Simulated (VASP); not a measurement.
The system is WCl4F2.

```
CELL_PARAMETERS angstrom
5.74568 0.00000 0.00000
2.87284 4.97591 0.00000
2.87284 1.65864 5.20237
ATOMIC_POSITIONS crystal
W 0.00000 0.00000 0.00000
Cl 0.41300 0.74700 0.76000
Cl 0.74700 0.08000 0.76000
Cl 0.25300 0.92000 0.24000
Cl 0.58700 0.25300 0.24000
F 0.06600 0.33900 0.80200
F 0.93400 0.66100 0.19800
```

```yaml
Program: VASP 6.6.1
Task: relaxation of cell and atoms
Functional: PBE
Potentials_or_basis: VASP PAW PBE potentials, release 64 (W_sv, Cl, F)
Cutoff: 600 eV
k_mesh: 3 × 3 × 3
Occupations: gaussian, width 0.15 eV
Spin: no spin polarisation
```

At the start: pressure 3.6 GPa; volume 21.25 Å³/atom.

Question: How do energy, volume and symmetry change on relaxing?

Answer: Over 14 steps the energy falls by 73.1 meV/atom and the volume is 28.57 Å³/atom (+34.5 %); space group P-1 (No. 2, to 0.05 Å).

Step by step:
| step | energy change (eV) | largest force (eV/Å) | pressure (GPa) | volume (Å³) |
| --- | --- | --- | --- | --- |
| 1 | 0.0000 | 0.5696 | 3.58 | 148.74 |
| 2 | -0.1050 | 1.3897 | -2.37 | 159.18 |
| 3 | -0.1248 | 0.9866 | -0.84 | 156.08 |
| 4 | -0.2675 | 0.5361 | 0.04 | 159.92 |
| 5 | -0.2953 | 0.4175 | 0.69 | 162.54 |
| 6 | -0.3482 | 0.3213 | 0.88 | 166.21 |
| 7 | -0.3682 | 0.5579 | 1.21 | 170.31 |
| 8 | -0.3986 | 0.5059 | 0.97 | 173.07 |
| 9 | -0.4640 | 0.3345 | 0.36 | 181.53 |
| 10 | -0.4956 | 0.3230 | -0.42 | 199.17 |
| 11 | -0.4993 | 0.2336 | -0.22 | 194.18 |
| 12 | -0.5052 | 0.1308 | 0.09 | 195.72 |
| 13 | -0.5074 | 0.1460 | 0.40 | 197.24 |
| 14 | -0.5118 | 0.0790 | 0.05 | 200.01 |

Final structure:
```
W Cl F
1.0
     6.40129   -0.07101   -0.00997
     3.13906    5.35166   -0.05323
     3.16937    1.70574    5.78006
W Cl F
1 4 2
Direct
  0.00000 0.00000 0.00000
  0.37040 0.77274 0.77135
  0.78580 0.07415 0.76975
  0.21420 0.92585 0.23025
  0.62960 0.22726 0.22865
  0.06344 0.30728 0.81655
  0.93656 0.69272 0.18345
```

Caveat: the k points lie up to 0.40 Å⁻¹ apart in the final cell; the volume moved by over 15 % at a fixed basis, so the end points are rough; the relaxation stopped at a loose force limit of 0.08 eV/Å, so its end isn't a converged minimum.
